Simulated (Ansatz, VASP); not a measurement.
## Two plane-wave programs on Hf3SnS8

```
CELL_PARAMETERS angstrom
3.68074 2.12508 6.10617
-3.68074 2.12508 6.10617
0.00000 -4.25016 6.10617
ATOMIC_POSITIONS crystal
Hf 0.00000 0.50000 0.00000
Hf 0.00000 0.00000 0.50000
Hf 0.50000 0.00000 0.00000
Sn 0.00000 0.00000 0.00000
S 0.75091 0.23962 0.75091
S 0.75091 0.75091 0.23962
S 0.23962 0.75091 0.75091
S 0.75506 0.75506 0.75506
S 0.24909 0.76038 0.24909
S 0.24909 0.24909 0.76038
S 0.76038 0.24909 0.24909
S 0.24494 0.24494 0.24494
```

Alike in both runs: functional PBE; k mesh 6 × 6 × 6; occupations gaussian, width 0.1 eV; no spin polarisation.

Ansatz relaxed the structure, and its values are those at the end. VASP's run is a single point on that final structure, the one shown.

|  | VASP | Ansatz |
| --- | --- | --- |
| version | VASP 6.6.1 | Ansatz 0.2.0 |
| potentials or method | VASP PAW PBE potentials, release 64 (Hf_pv, Sn_d, S), cutoff 500 eV | scalar-relativistic, plane waves, PAW |
| valence electrons in the cell | 92 | 140 |

VASP gave:

| Property | Result |
| --- | --- |
| gap on the k mesh at the Fermi level (eV) | none |
| pressure (GPa) | -0.5 |
| rms of the force components (eV/Å) | 0.026 |

Task: What did Ansatz give for the same quantities?

Result: gap on the k mesh at the Fermi level (eV): none; pressure (GPa): 0.0; rms of the force components (eV/Å): 0.001.

A gap of «none» marks a metal or a gap that the smearing closes. VASP's potentials hold 92 valence electrons a cell and Ansatz's 140, so a difference there can come from the potentials and not from the codes.

Spin-orbit coupling is off throughout.
